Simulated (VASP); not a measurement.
Here is a VASP 6.6.1 calculation.

INCAR

```
PREC     = Accurate       # precision mode
ENCUT    = 520            # plane-wave cutoff, eV
EDIFF    = 1E-7           # SCF threshold, eV
ISMEAR   = 0              # smearing method
SIGMA    = 0.05           # smearing width, eV
LREAL    = False          # projectors in reciprocal space
LASPH    = True           # aspherical terms in the spheres
NELM     = 150            # most SCF steps
ALGO     = Normal         # electronic algorithm
ISIF     = 2              # what is computed and relaxed
LWAVE    = False          # write WAVECAR
LCHARG   = False          # write CHGCAR
ISPIN    = 2              # spin polarisation
MAGMOM   = 7.7 0.01       # initial moments
LORBIT   = 11             # projections on sites
LMAXMIX  = 6              # l up to which the mixer works
LDAU     = True           # DFT+U
LDAUTYPE = 2            
LDAUL    = 3 -1           # shell
LDAUU    = 6 0            # U, eV
LDAUJ    = 0 0          
LDAUPRINT= 1            
GGA      = PS             # functional
NBANDS   = 23             # bands
```

File KPOINTS:

```
Automatic mesh
0
Gamma
  8 8 8
```

POSCAR

```
GdO
1.0
    0.0000000000      2.6468479655      2.6468479655
    2.6468479655      0.0000000000      2.6468479655
    2.6468479655      2.6468479655      0.0000000000
Gd O
1 1
Direct
    0.0000000000      0.0000000000      0.0000000000
    0.2500000000      0.2500000000      0.2500000000
```

Potentials or basis: VASP PAW PBE potentials, release 64 (Gd, O).

Command:

```bash
$ cat potpaw_PBE.64/Gd/POTCAR potpaw_PBE.64/O/POTCAR > POTCAR
$ mpirun -np 1 vasp_std > vasp.out
```

Task: Predict the pressure.

Result: 2.4 GPa.

Task: Estimate the net moment.

Result: 7.94 μB per cell.

Eigenvalues of the final occupation matrices:
| site | spin | trace | eigenvalues |
| --- | --- | --- | --- |
| site 1 f | 1 | 6.95 | 0.99 0.99 0.99 0.99 0.99 0.99 1.00 |
| site 1 f | 2 | 0.03 | 0.00 0.00 0.00 0.00 0.00 0.00 0.01 |

Caveat: the PAW data sets were made with another functional, which shifts forces and pressure a little; spin-orbit coupling is left out, which moves the levels of the heavy elements; a cell with one magnetic atom can't hold antiferromagnetic order, which such compounds often take. The state reached can hang on the start; a lower one may exist.
